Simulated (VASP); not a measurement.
AlN:

```
Al N
1.0
    -1.37253    1.37253    2.02489
     1.37253   -1.37253    2.02489
     1.37253    1.37253   -2.02489
Al N
1 1
Direct
  0.96445 0.96445 0.00000
  0.53555 0.53555 0.00000
```

| Quantity | Value |
| --- | --- |
| Program | VASP 6.6.1 |
| Task | relaxation of cell and atoms |
| Functional | PBE |
| Potentials or basis | VASP PAW PBE potentials, release 64 (Al, N) |
| Cutoff | 600 eV |
| k mesh | 8 × 8 × 8 |
| Occupations | gaussian, width 0.1 eV |
| Spin | no spin polarisation |

At the start: pressure 45.9 GPa; volume 7.63 Å³/atom.

Task: Where does the relaxation end?

Result: Over 17 steps the energy falls by 265.1 meV/atom and the volume is 8.41 Å³/atom (+10.2 %); space group Fm-3m (No. 225, to 0.05 Å).

The path:
```tsv
step	energy change (eV)	largest force (eV/Å)	pressure (GPa)	volume (Å³)
1	0.0000	3.3583	45.91	15.26
2	-0.0623	0.1035	-29.70	20.56
3	-0.4647	0.1213	-4.01	17.42
4	-0.4675	0.1714	-2.24	17.30
5	-0.4683	0.2279	-0.42	17.17
6	-0.4836	0.2960	-1.44	17.15
7	-0.5182	0.3503	-2.59	17.05
8	-0.3507	1.3414	9.06	16.75
9	-0.5167	0.3996	-2.31	17.04
10	-0.5179	0.3090	-1.67	16.99
11	-0.5184	0.3527	-1.98	17.01
12	-0.5247	0.0513	0.43	16.83
13	-0.5247	0.0795	0.20	16.84
14	-0.5284	0.0473	-0.33	16.87
15	-0.5301	0.0133	-0.87	16.90
16	-0.5301	0.0145	-0.84	16.90
17	-0.5302	0.0061	0.37	16.81
```

Final structure:
```cif
data_structure
_symmetry_space_group_name_H-M 'P 1'
_symmetry_Int_Tables_number 1
_cell_length_a 2.8758
_cell_length_b 2.8758
_cell_length_c 2.8758
_cell_angle_alpha 120.011
_cell_angle_beta 120.011
_cell_angle_gamma 89.980
_cell_volume 16.81
loop_
_atom_site_label
_atom_site_type_symbol
_atom_site_fract_x
_atom_site_fract_y
_atom_site_fract_z
_atom_site_occupancy
Al1 Al 0.99989 0.99989 0.00000 1
N1 N 0.50011 0.50011 0.00000 1
```
